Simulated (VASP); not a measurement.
# Li6Sn (Im-3m) in VASP: further runs

The runs below take Li6Sn through single point, relaxation of cell and atoms, with PBE.

All numbers are computed with VASP 6.6.1; they aren't measurements. Logs are shortened: lines on timing, memory, paths and dates and some standing lists are left out, and cuts for length are marked.

**1. The cell of the first run**

Symmetry: Im-3m, No. 229, cubic system. Conventional cell: a = 6.013 Å, b = 6.013 Å, c = 6.013 Å, α = 90.00°, β = 90.00°, γ = 90.00°. Li (site symmetry -4m2) has 4 Li at 2.13 Å within 2.8 Å. Sn (site symmetry m-3m) has 24 Li at 3.36 Å within 4.4 Å.

**2. Single point, PBE**

The input, INCAR:

```
PREC = Accurate
ENCUT = 520
EDIFF = 1E-7
ISMEAR = 0
SIGMA = 0.1
LREAL = F
LASPH = T
NELM = 100
ALGO = Normal
ISIF = 2
LWAVE = F
LCHARG = F
GGA = PE
NBANDS = 25
```

The input, KPOINTS:

```
regular mesh
0
Gamma
  4 4 4
```

The input, POSCAR:

```
Li6Sn
1.0
   -3.0064578000      3.0064578000      3.0064578000
    3.0064578000     -3.0064578000      3.0064578000
    3.0064578000      3.0064578000     -3.0064578000
Li Sn
6 1
Direct
    0.5000000000      0.7500000000      0.2500000000
    0.5000000000      0.2500000000      0.7500000000
    0.2500000000      0.5000000000      0.7500000000
    0.7500000000      0.5000000000      0.2500000000
    0.7500000000      0.2500000000      0.5000000000
    0.2500000000      0.7500000000      0.5000000000
    0.0000000000      0.0000000000      0.0000000000
```

Potentials or basis: VASP PAW PBE potentials, release 64 (Li_sv, Sn_d).

Command:

```
> cat potpaw_PBE.64/Li_sv/POTCAR potpaw_PBE.64/Sn_d/POTCAR > POTCAR
> mpirun -np 1 vasp_std > vasp.out
```

OUTCAR:

```text
PREC = Accurate
   ENCUT = 520
   EDIFF = 1E-7
   ISMEAR = 0
   LREAL = F
   LASPH = T
   NELM = 100
   ISIF = 2
   GGA = PE

 ion  position               nearest neighbor table
   1  0.500  0.750  0.250-   4 2.13   5 2.13   6 2.13   3 2.13
   2  0.500  0.250  0.750-   3 2.13   4 2.13   5 2.13   6 2.13
   3  0.250  0.500  0.750-   1 2.13   2 2.13   6 2.13   5 2.13
   4  0.750  0.500  0.250-   1 2.13   5 2.13   6 2.13   2 2.13
   5  0.750  0.250  0.500-   2 2.13   3 2.13   4 2.13   1 2.13
   6  0.250  0.750  0.500-   1 2.13   2 2.13   3 2.13   4 2.13
   7  0.000  0.000  0.000-

  LATTYP: Found a body centered cubic cell.
 ALAT       =     6.0129156000

  Lattice vectors:

 A1 = (  -3.0064578000,   3.0064578000,   3.0064578000)
 A2 = (   3.0064578000,  -3.0064578000,   3.0064578000)
 A3 = (   3.0064578000,   3.0064578000,  -3.0064578000)

Analysis of symmetry for initial positions (statically):
=====================================================================
 Subroutine PRICEL returns:
 Original cell was already a primitive cell.

 Routine SETGRP: Setting up the symmetry group for a
 body centered cubic supercell.

 Subroutine GETGRP returns: Found 48 space group operations
 (whereof 48 operations were pure point group operations)
 out of a pool of 48 trial point group operations.

The static configuration has the point symmetry O_h .

Analysis of symmetry for dynamics (positions and initial velocities):
=====================================================================
 Subroutine PRICEL returns:
 Original cell was already a primitive cell.

 Routine SETGRP: Setting up the symmetry group for a
 body centered cubic supercell.

 Subroutine GETGRP returns: Found 48 space group operations
 (whereof 48 operations were pure point group operations)
 out of a pool of 48 trial point group operations.

The dynamic configuration has the point symmetry O_h .

 Subroutine INISYM returns: Found 48 space group operations
 (whereof 48 operations are pure point group operations),
 and found     1 'primitive' translations

----------------------------------------------------------------------------------------

                                     Primitive cell

  volume of cell :     108.6989

  direct lattice vectors                    reciprocal lattice vectors
    -3.006457800  3.006457800  3.006457800     0.000000000  0.166308671  0.166308671
     3.006457800 -3.006457800  3.006457800     0.166308671  0.000000000  0.166308671
     3.006457800  3.006457800 -3.006457800     0.166308671  0.166308671  0.000000000

  length of vectors
     5.207337660  5.207337660  5.207337660     0.235195978  0.235195978  0.235195978

  position of ions in fractional coordinates (direct lattice)
     0.500000000  0.750000000  0.250000000
     0.500000000  0.250000000  0.750000000
     0.250000000  0.500000000  0.750000000
     0.750000000  0.500000000  0.250000000
     0.750000000  0.250000000  0.500000000
     0.250000000  0.750000000  0.500000000
     0.000000000  0.000000000  0.000000000

  ion indices of the primitive-cell ions
   primitive index   ion index
                 1           1
                 2           2
                 3           3
                 4           4
                 5           5
                 6           6
                 7           7

----------------------------------------------------------------------------------------

 KPOINTS: regular mesh

Automatic generation of k-mesh.
 Grid dimensions read from file:
 generate k-points for:    4    4    4

 Generating k-lattice:

  Cartesian coordinates                     Fractional coordinates (reciprocal lattice)
     0.000000000  0.041577168  0.041577168     0.250000000  0.000000000  0.000000000
     0.041577168  0.000000000  0.041577168     0.000000000  0.250000000  0.000000000
     0.041577168  0.041577168  0.000000000     0.000000000  0.000000000  0.250000000

  Length of vectors
     0.058798994  0.058798994  0.058798994

  Shift w.r.t. Gamma in fractional coordinates (k-lattice)
     0.000000000  0.000000000  0.000000000

 Subroutine IBZKPT returns following result:
 ===========================================

 Found      8 irreducible k-points:

 Following reciprocal coordinates:
            Coordinates               Weight
  0.000000  0.000000  0.000000      1.000000
  0.250000  0.000000  0.000000     12.000000
  0.500000  0.000000  0.000000      6.000000
  0.250000  0.250000  0.000000     24.000000
  0.250000  0.250000  0.250000      2.000000
 -0.250000  0.250000  0.250000      6.000000
  0.500000  0.500000  0.250000     12.000000
  0.500000  0.500000  0.500000      1.000000
   k-points           NKPTS =      8   k-points in BZ     NKDIM =      8   number of bands    NBANDS=     25
   number of dos      NEDOS =    301   number of ions     NIONS =      7
   total plane-waves  NPLWV =  64000
   dimension x,y,z NGX =    40 NGY =   40 NGZ =   40
   dimension x,y,z NGXF=    80 NGYF=   80 NGZF=   80
   ions per type =               6   1
   NGX,Y,Z   is equivalent  to a cutoff of  12.77, 12.77, 12.77 a.u.
   NGXF,Y,Z  is equivalent  to a cutoff of  25.54, 25.54, 25.54 a.u.
 SYSTEM =  unknown system
   PREC   = accura    normal or accurate (medium, high low for compatibility)
   ISTART =      0    job   : 0-new  1-cont  2-samecut
   ICHARG =      2    charge: 1-file 2-atom 10-const
   ISPIN  =      1    spin polarized calculation?
   LNONCOLLINEAR =      F non collinear calculations
   LSORBIT =      F    spin-orbit coupling
   LASPH  =      T    aspherical Exc in radial PAW
   ENCUT  =  520.0 eV  38.22 Ry    6.18 a.u.   9.68  9.68  9.68*2*pi/ulx,y,z
   NELM   =    100;   NELMIN=  2; NELMDL= -5     # of ELM steps
   EDIFF  = 0.1E-06   stopping-criterion for ELM
   LREAL  =      F    real-space projection
   EDIFFG = 0.1E-05   stopping-criterion for IOM
   NSW    =      0    number of steps for IOM
   IBRION =     -1    ionic relax: 0-MD 1-quasi-New 2-CG
   NFREE  =      0    steps in history (QN), initial steepest desc. (CG)
   ISIF   =      2    stress and relaxation
   ISYM   =      2    0-nonsym 1-usesym 2-fastsym
   POTIM  = 0.5000    time-step for ionic-motion
   TEBEG  =    0.0;   TEEND  =   0.0 temperature during run
   PSTRESS=    0.0 pullay stress
   NELECT =      32.0000    total number of electrons
   NUPDOWN=      -1.0000    fix difference up-down
   EMIN   =  10.00;   EMAX   =-10.00  energy-range for DOS
   EFERMI =   0.00;   METHOD = LEGACY
   ISMEAR =     0;   SIGMA  =   0.10  broadening in eV -4-tet -1-fermi 0-gaus
   EFERMI_NEDOS =   21; number of points for ismear=-14 and -15
   IALGO  =     38    algorithm
   IMIX   =      4    mixing-type and parameters
     AMIX     =   0.40;   BMIX     =  1.00
     AMIX_MAG =   1.60;   BMIX_MAG =  1.00
  volume/ion in A,a.u.               =      15.53       104.79
  Fermi-wavevector in a.u.,A,eV,Ry     =   1.089055  2.058015 16.137057  1.186040
  Thomas-Fermi vector in A             =   2.225250
   LORBIT       =      0    0 simple, 1 ext, 2 COOP (PROOUT), +10 PAW based schemes
   GGA     = PE    functional components
   LHFCALC =     F    Hartree Fock is set to
   AEXX    =    0.0000 exact exchange contribution
   IVDW    =     0    specifies the selected vdW correction
   LEPSILON=     F    determine dielectric tensor
   LRPA    =     F    only Hartree local field effects (RPA)
 non-spin polarized calculation
 Gauss-broadening in eV      SIGMA  =   0.10
  energy-cutoff  :      520.00
  volume of cell :      108.70
 maximum number of plane-waves:      2952
 NGX is ok and might be reduce to    40
   NGX = 19   NGY = 19   NGZ = 19

 number of electron      32.0000051 magnetization

 Free energy of the ion-electron system (eV)
  ---------------------------------------------------
  ext. energy  EPLUGINS =         0.00000000
  ---------------------------------------------------
  free energy    TOTEN  =       -11.41910833 eV

  energy without entropy =      -11.38068545  energy(sigma->0) =      -11.39989689

 E-fermi :   4.2514     XC(G=0):  -8.6345

 val. band max:        4.2121273189   @ k =   0.5000   0.5000   0.2500
 cond. band min:       4.2577470247   @ k =   0.2500   0.2500   0.0000
 fundamental gap:      0.0456197058
 Fermi energy:         4.2514413847

 k-point     1 :       0.0000    0.0000    0.0000
  band No.  band energies     occupation
      1     -43.6285      2.00000
      2     -43.4196      2.00000
      3     -43.4196      2.00000
      4     -43.4196      2.00000
      5     -43.3269      2.00000
      6     -43.3269      2.00000
[... 17 lines left out ...]
     24       7.2033      0.00000
     25       9.7668      0.00000

 k-point     2 :       0.2500    0.0000    0.0000
  band No.  band energies     occupation
      1     -43.6078      2.00000
      2     -43.4666      2.00000
      3     -43.4216      2.00000
      4     -43.4197      2.00000
      5     -43.3250      2.00000
      6     -43.3007      2.00000
[... 17 lines left out ...]
     24       8.2066      0.00000
     25       8.6546      0.00000

 k-point     3 :       0.5000    0.0000    0.0000
  band No.  band energies     occupation
      1     -43.5676      2.00000
      2     -43.5241      2.00000
      3     -43.4235      2.00000
      4     -43.4198      2.00000
      5     -43.3231      2.00000
      6     -43.2834      2.00000
[... 17 lines left out ...]
     24       8.6496      0.00000
     25       9.4846      0.00000

 k-point     4 :       0.2500    0.2500    0.0000
  band No.  band energies     occupation
      1     -43.5714      2.00000
      2     -43.5095      2.00000
      3     -43.4621      2.00000
      4     -43.3810      2.00000
      5     -43.3377      2.00000
      6     -43.2797      2.00000
[... 17 lines left out ...]
     24       8.8873      0.00000
     25       9.3539      0.00000

 k-point     5 :       0.2500    0.2500    0.2500
  band No.  band energies     occupation
      1     -43.5241      2.00000
      2     -43.5241      2.00000
      3     -43.5241      2.00000
      4     -43.3231      2.00000
      5     -43.3231      2.00000
      6     -43.3231      2.00000
[... 17 lines left out ...]
     24       7.7933      0.00000
     25       8.4414      0.00000

 k-point     6 :      -0.2500    0.2500    0.2500
  band No.  band energies     occupation
      1     -43.5890      2.00000
      2     -43.4866      2.00000
      3     -43.4197      2.00000
      4     -43.4197      2.00000
      5     -43.3626      2.00000
      6     -43.2638      2.00000
[... 17 lines left out ...]
     24       8.9639      0.00000
     25       9.1355      0.00000

 k-point     7 :       0.5000    0.5000    0.2500
  band No.  band energies     occupation
      1     -43.5512      2.00000
      2     -43.5259      2.00000
      3     -43.4216      2.00000
      4     -43.4198      2.00000
      5     -43.3772      2.00000
      6     -43.2458      2.00000
[... 17 lines left out ...]
     24       9.6965      0.00000
     25      10.2168      0.00000

 k-point     8 :       0.5000    0.5000    0.5000
  band No.  band energies     occupation
      1     -43.5276      2.00000
      2     -43.5276      2.00000
      3     -43.4198      2.00000
      4     -43.4198      2.00000
      5     -43.4198      2.00000
      6     -43.2264      2.00000
[... 17 lines left out ...]
     24       9.6323      0.00000
     25      10.2851      0.00000

------------------------ aborting loop because EDIFF is reached ----------------------------------------

  FORCE on cell =-STRESS in cart. coord.  units (eV):
  Direction    XX          YY          ZZ          XY          YZ          ZX
  --------------------------------------------------------------------------------------
  -------------------------------------------------------------------------------------
  Total        5.8729734      5.8729734      5.8729734     -0.0000000      0.0000000      0.0000000
  in kB       86.5651904     86.5651904     86.5651904     -0.0000000      0.0000000      0.0000000
  external PRESSURE =      86.5651904 kB  Pullay stress =       0.0000000 kB

 VOLUME and BASIS-vectors are now :
 -----------------------------------------------------------------------------
  energy-cutoff  :      520.00
  volume of cell :      108.70
      direct lattice vectors                 reciprocal lattice vectors
    -3.006457800  3.006457800  3.006457800     0.000000000  0.166308671  0.166308671
     3.006457800 -3.006457800  3.006457800     0.166308671  0.000000000  0.166308671
     3.006457800  3.006457800 -3.006457800     0.166308671  0.166308671  0.000000000

 POSITION                                       TOTAL-FORCE (eV/Angst)
 -----------------------------------------------------------------------------------
      1.50323     -0.00000      3.00646        -0.000000      0.000000     -0.000000
      1.50323      3.00646      0.00000        -0.000000      0.000000     -0.000000
      3.00646      1.50323      0.00000        -0.000000     -0.000000      0.000000
     -0.00000      1.50323      3.00646        -0.000000     -0.000000     -0.000000
     -0.00000      3.00646      1.50323         0.000000      0.000000     -0.000000
      3.00646     -0.00000      1.50323         0.000000     -0.000000      0.000000
      0.00000      0.00000      0.00000        -0.000000     -0.000000     -0.000000
 -----------------------------------------------------------------------------------
    total drift:                               -0.000000     -0.000000      0.000000

  FREE ENERGIE OF THE ION-ELECTRON SYSTEM (eV)
  ---------------------------------------------------
  free  energy   TOTEN  =       -11.4191083274 eV

  energy  without entropy=      -11.3806854496  energy(sigma->0) =      -11.39989689
```

Wall time 19 s (1 thread of Intel Xeon Platinum 8488C (Sapphire Rapids), shared host); peak memory 0.24 GiB.

Results:

| Quantity | Value |
| --- | --- |
| Free energy | -11.4191 eV |
| Band gap on the k mesh | zero (band 16 reaches 5.48 eV, above the bottom of band 17 at 3.07 eV) |

Caveat: the k points lie up to 0.37 Å⁻¹ apart; the cutoff is under 1.25 times the usual one of these potentials, so pressure, stress and relaxed cells hold a basis-set (Pulay) error; spin-orbit coupling is left out, which moves the levels of the heavy elements.

**3. Single point, PBE**

This run uses another cell than the first one, of 22.51 Å³/atom, 1.450 times its volume.

The input, INCAR:

```
SYSTEM = Li6Sn
PREC = Accurate ; ENCUT = 520
EDIFF = 1E-6 ; ISMEAR = 0
SIGMA = 0.1 ; LREAL = .False.
LASPH = .True. ; NELM = 100
ALGO = Normal ; ISIF = 2
LWAVE = .False. ; LCHARG = .False.
GGA = PE ; NBANDS = 25
```

The input, KPOINTS:

```
Automatic mesh
0
Gamma
  4 4 4
  0 0 0
```

POSCAR: that of step 2 with these lines changed.

```diff
@@ -2,5 +2,5 @@
 1.0
-   -3.0064578000      3.0064578000      3.0064578000
-    3.0064578000     -3.0064578000      3.0064578000
-    3.0064578000      3.0064578000     -3.0064578000
+   -3.4025816328      3.4025816328      3.4025816328
+    3.4025816328     -3.4025816328      3.4025816328
+    3.4025816328      3.4025816328     -3.4025816328
 Li Sn
```

Potentials or basis: VASP PAW PBE potentials, release 64 (Li_sv, Sn_d).

Command:

```
> cat potpaw_PBE.64/Li_sv/POTCAR potpaw_PBE.64/Sn_d/POTCAR > POTCAR
> mpirun -np 1 vasp_std > vasp.out
```

It took 25 s on 1 thread of Intel Xeon Platinum 8488C (Sapphire Rapids), shared host; peak memory 0.31 GiB.

The run converged. Its results:

| Property | Result |
| --- | --- |
| Free energy | -12.5597 eV |
| Band gap on the k mesh | zero (band 16 reaches 2.66 eV, above the bottom of band 17 at 0.80 eV) |

Levels at points of the mesh, in eV from the Fermi level:
```csv
k point,band 14,band 15,band 16,band 17,band 18,band 19
"(0.00, 0.00, 0.00)",-0.25,-0.25,-0.25,0.10,0.10,1.13
"(0.50, 0.00, 0.00)",-1.26,-1.15,-0.86,0.51,1.17,2.18
"(0.50, 0.50, 0.50)",-2.03,-2.03,-0.97,-0.97,0.57,3.14
```

Caveat: the cutoff is under 1.25 times the usual one of these potentials, so pressure, stress and relaxed cells hold a basis-set (Pulay) error; spin-orbit coupling is left out, which moves the levels of the heavy elements.

(Continued in part 2 of 2.)
